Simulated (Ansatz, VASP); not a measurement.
**Zn4SeS3 in VASP and in Ansatz**

INCAR

```
ALGO = Normal ; EDIFF = 1E-7
ENCUT = 520 ; GGA = PE
ISIF = 2 ; ISMEAR = 0
LASPH = True ; LCHARG = True
LELF = True ; LREAL = False
LVHAR = True ; LWAVE = False
NBANDS = 46 ; NELM = 80
PREC = Accurate ; SIGMA = 0.1
```

KPOINTS

```
k-points
0
Gamma
  4 4 4
```

The input POSCAR:

```
Zn4SeS3
1.0
    5.5159422000      0.0000000000      0.0000000000
    0.0000000000      5.5159422000      0.0000000000
   -2.7579711000     -2.7579711000      5.5128443000
Zn Se S
4 1 3
Direct
    0.8863950000      0.3701030000      0.2564980000
    0.1136050000      0.1136050000      0.7435020000
    0.3701030000      0.8863950000      0.2564980000
    0.6298970000      0.6298970000      0.7435020000
    0.5000000000      0.5000000000      0.0000000000
    0.2500000000      0.7500000000      0.5000000000
    0.7500000000      0.2500000000      0.5000000000
    0.0000000000      0.0000000000      0.0000000000
```

Input for Ansatz:

```yaml
crystal:
  lattice:
    - [5.5159422, 0.0, 0.0]
    - [0.0, 5.5159422, 0.0]
    - [-2.7579711, -2.7579711, 5.5128443]
  atoms:
    - { symbol: Zn, position: [0.886395, 0.370103, 0.256498] }
    - { symbol: Zn, position: [0.113605, 0.113605, 0.743502] }
    - { symbol: Zn, position: [0.370103, 0.886395, 0.256498] }
    - { symbol: Zn, position: [0.629897, 0.629897, 0.743502] }
    - { symbol: Se, position: [0.5, 0.5, 0.0] }
    - { symbol: S, position: [0.25, 0.75, 0.5] }
    - { symbol: S, position: [0.75, 0.25, 0.5] }
    - { symbol: S, position: [0.0, 0.0, 0.0] }
basis:
  ecutwfc: 420
kpoints:
  mp_grid: { grid: [4, 4, 4] }
hamiltonian:
  xc: pbe
scf:
  occupations: { method: gaussian, width: 0.1 }
  lower_state_search: "off"
output:
  forces: true
  stress: true
  eigenvalues: true
```

Alike in both runs: task single point; functional PBE; k mesh 4 × 4 × 4; occupations gaussian, width 0.1 eV; no spin polarisation.

```csv
,VASP,Ansatz
version,VASP 6.6.1,Ansatz 0.2.0
potentials or method,"VASP PAW PBE potentials, release 64 (Zn, Se, S), cutoff 520 eV","scalar-relativistic, plane waves, PAW"
valence electrons in the cell,72,82
```

|  | VASP | Ansatz | Ansatz less VASP |
| --- | --- | --- | --- |
| gap on the k mesh at the Fermi level (eV) | 1.77 | 1.76 | -0.003 |
| least direct gap on the mesh (eV) | 1.77 | 1.76 | -0.003 |
| pressure (GPa) | 0.2 | 0.0 | -0.16 |

VASP's potentials hold 72 valence electrons a cell and Ansatz's 82, so a difference there can come from the potentials and not from the codes.
